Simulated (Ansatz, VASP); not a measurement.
# FeO in VASP and in Ansatz

INCAR

```
SYSTEM = FeO
PREC     = Accurate       ! precision mode
ENCUT    = 600            ! plane-wave cutoff, eV
EDIFF    = 1E-6           ! SCF threshold, eV
ISMEAR   = -1             ! smearing method
SIGMA    = 0.05           ! smearing width, eV
LREAL    = .False.        ! projectors in reciprocal space
LASPH    = .True.         ! aspherical terms in the spheres
NELM     = 200            ! most SCF steps
ALGO     = Normal         ! electronic algorithm
ISIF     = 2              ! what is computed and relaxed
LWAVE    = .False.        ! write WAVECAR
LCHARG   = .True.         ! write CHGCAR
ISPIN    = 2              ! spin polarisation
MAGMOM   = 3 0            ! initial moments
LORBIT   = 11             ! projections on sites
LMAXMIX  = 4              ! l up to which the mixer works
GGA      = RE             ! functional
LELF     = .True.         ! ELF
LVHAR    = .True.       
NBANDS   = 18             ! bands
GGA_COMPAT= .False.
```

File KPOINTS:

```
regular mesh
0
Gamma
  6 6 6
  0 0 0
```

POSCAR

```
FeO
1.0
    0.0000000000      2.1554001600      2.1554001600
    2.1554001600      0.0000000000      2.1554001600
    2.1554001600      2.1554001600      0.0000000000
Fe O
1 1
Direct
    0.0000000000      0.0000000000      0.0000000000
    0.5000000000      0.5000000000      0.5000000000
```

The input input.yaml:

```yaml
crystal:
  lattice:
    - [0.0, 2.15540016, 2.15540016]
    - [2.15540016, 0.0, 2.15540016]
    - [2.15540016, 2.15540016, 0.0]
  atoms:
    - { symbol: Fe, position: [0.0, 0.0, 0.0], spin: 3.0 }
    - { symbol: O, position: [0.5, 0.5, 0.5] }
hamiltonian:
  xc: revpbe
  pseudopotentials: { kind: paw }
magnetization:
  spin_polarized: true
kpoints:
  mp_grid: { grid: [6, 6, 6] }
  band_path:
    path:
      - [[0.0, 0.0, 0.0], [0.5, 0.0, 0.5], [0.5, 0.25, 0.75], [0.375, 0.375, 0.75], [0.0, 0.0, 0.0], [0.5, 0.5, 0.5], [0.625, 0.25, 0.625], [0.5, 0.25, 0.75], [0.5, 0.5, 0.5], [0.375, 0.375, 0.75]]
      - [[0.625, 0.25, 0.625], [0.5, 0.0, 0.5]]
    npoints: 14
scf:
  occupations: { method: fermi_dirac, width: 0.05 }
  n_extra_bands: 6
output:
  forces: true
  stress: true
  eigenvalues: true
  fatbands: true
```

Alike in both runs: functional revPBE; k mesh 6 × 6 × 6; occupations fermi-dirac, width 0.05 eV; collinear spin.

```csv
,VASP,Ansatz
version,VASP 6.6.1,Ansatz 0.2.0
potentials or method,"VASP PAW PBE potentials, release 64 (Fe, O)",Ansatz PAW
plane-wave cutoff (eV),600,420
valence electrons in the cell,14,22
task,single point,band structure
```

```tsv
	VASP	Ansatz	Ansatz less VASP
gap on the k mesh at the Fermi level (eV)	none	none	-
pressure (GPa)	3.8	4.1	+0.25
net moment per atom (μB)	2.00	2.00	+0.002
size of the moment on the site where the two differ most (μB)	3.63	3.46	-0.168
```

VASP's potentials were made for PBE, not for revPBE. Site moments also hang on the region over which each program counts them. A gap of «none» marks a metal or a gap that the smearing closes. The functional is the same, so the differences come from potentials, cutoffs and numerics. VASP's potentials hold 14 valence electrons a cell and Ansatz's 22, so a difference there can come from the potentials and not from the codes.

The k mesh is coarse, so the values compare programs but aren't converged.
